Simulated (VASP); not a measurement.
A run of VASP 6.6.1:

Contents of INCAR:

```
PREC = Accurate
ENCUT = 520
EDIFF = 1E-7
ISMEAR = -1
SIGMA = 0.05
LREAL = False
LASPH = True
NELM = 80
ALGO = Normal
ISIF = 2
LWAVE = False
LCHARG = True
GGA = PE
LELF = True
LVHAR = True
NBANDS = 11
```

Contents of KPOINTS:

```
regular mesh
0
Gamma
  8 8 8
```

Contents of POSCAR:

```
Ca
1.0
    0.0000000000      2.2259474052      2.2259474052
    2.2259474052      0.0000000000      2.2259474052
    2.2259474052      2.2259474052      0.0000000000
Ca
1
Direct
    0.0000000000      0.0000000000      0.0000000000
```

Potentials or basis: VASP PAW PBE potentials, release 64 (Ca_sv).

Run with:

```bash
$ cat potpaw_PBE.64/Ca_sv/POTCAR > POTCAR
$ mpirun -np 1 vasp_std > vasp.out
```

Hardware: 1 thread of Intel(R) Xeon(R) 6975P-C (Granite Rapids), with other jobs on the host.

**Question.** How long does it take, and how much memory?

**Answer.** Wall time 3.3 s on 1 thread of Intel(R) Xeon(R) 6975P-C (Granite Rapids), with other jobs on the host, peak memory 0.13 GiB. Counts: scf iterations 12, k points 29.
